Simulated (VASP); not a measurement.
# CuSi16 (a cell with a defect): single point with PBE

CuSi16 (a cell with a defect):

```
Si Cu
1.0
     0.00000    5.43000    5.43000
     5.43000    0.00000    5.43000
     5.43000    5.43000    0.00000
Si Cu
16 1
Direct
  0.99490 0.99615 0.99736
  0.13596 0.13871 0.08666
  0.02296 0.00862 0.45863
  0.11605 0.11800 0.62392
  0.99553 0.51160 0.99645
  0.11529 0.62370 0.13701
  0.98476 0.50212 0.50938
  0.11664 0.64083 0.62292
  0.51200 0.99834 0.99111
  0.62077 0.11922 0.13374
  0.50701 0.98627 0.50541
  0.65151 0.11494 0.61730
  0.48931 0.49189 0.02649
  0.62139 0.62596 0.13290
  0.50731 0.49994 0.50473
  0.61130 0.61587 0.65522
  0.28933 0.28068 0.64771
```

```json
{
 "Program": "VASP 6.6.1",
 "Task": "single point",
 "Functional": "PBE",
 "Potentials or basis": "VASP PAW PBE potentials, release 64 (Si, Cu)",
 "Cutoff": "520 eV",
 "k mesh": "2 × 2 × 2",
 "Occupations": "gaussian, width 0.02 eV",
 "Spin": "no spin polarisation",
 "Dipole correction": "no",
 "Charge": "1",
 "Further INCAR settings": "LREAL = Auto; ALGO = Normal; EDIFF = 1e-06; NBANDS = 52; NELECT = 74.0"
}
```

- Largest force: 0.060 eV/Å

Forces on the atoms (eV/Å):
```
Si  -0.003  0.001  0.003
Si  -0.001  0.011 -0.007
Si   0.019  0.010 -0.010
Si   0.003 -0.009  0.025
Si  -0.002 -0.001 -0.004
Si  -0.016 -0.009  0.012
Si  -0.008 -0.019  0.012
Si  -0.017 -0.005 -0.013
Si   0.007  0.004 -0.015
Si  -0.013 -0.001  0.010
Si   0.024 -0.006  0.010
Si  -0.006 -0.011  0.007
Si  -0.019  0.003  0.013
Si   0.001  0.005  0.006
Si  -0.011 -0.002 -0.016
Si   0.002 -0.001  0.002
Cu   0.039  0.031 -0.033
```

Levels at points of the mesh, in eV from the Fermi level:
| k point | band 33 | band 34 | band 35 | band 36 | band 37 | band 38 | band 39 | band 40 | band 41 | band 42 |
| --- | --- | --- | --- | --- | --- | --- | --- | --- | --- | --- |
| (0.00, 0.00, 0.00) | -1.13 | -1.07 | -0.63 | -0.20 | -0.07 | 0.07 | 0.31 | 0.57 | 0.60 | 0.69 |
| (0.50, 0.00, 0.00) | -2.05 | -0.97 | -0.92 | -0.92 | -0.81 | 0.51 | 1.12 | 1.18 | 1.29 | 1.40 |
| (0.00, 0.50, 0.00) | -2.04 | -0.99 | -0.93 | -0.88 | -0.76 | 0.56 | 1.09 | 1.20 | 1.29 | 1.43 |
| (0.00, 0.00, 0.50) | -2.17 | -0.93 | -0.91 | -0.64 | -0.51 | 0.52 | 0.97 | 1.34 | 1.39 | 1.56 |
| (0.50, 0.50, 0.50) | -2.04 | -0.99 | -0.93 | -0.88 | -0.76 | 0.56 | 1.09 | 1.20 | 1.29 | 1.42 |
| (0.50, 0.50, 0.00) | -1.84 | -1.54 | -1.51 | -1.45 | -1.13 | 0.65 | 0.94 | 1.89 | 2.05 | 2.17 |
| (0.00, 0.50, 0.50) | -1.84 | -1.55 | -1.51 | -1.45 | -1.13 | 0.65 | 0.94 | 1.89 | 2.05 | 2.17 |
| (0.50, 0.00, 0.50) | -1.88 | -1.54 | -1.52 | -1.43 | -1.17 | 0.67 | 0.93 | 1.90 | 2.03 | 2.17 |

Run time: 9.9 min on 1 thread of Intel Xeon 8259CL, with other jobs on the host, peak memory 0.5 GiB.

Caveat: the k points lie up to 0.50 Å⁻¹ apart; the cell carries a net charge on a neutralising background, which shifts energy and pressure; the cell is charged against a uniform background, so pressure and absolute levels hang on convention.
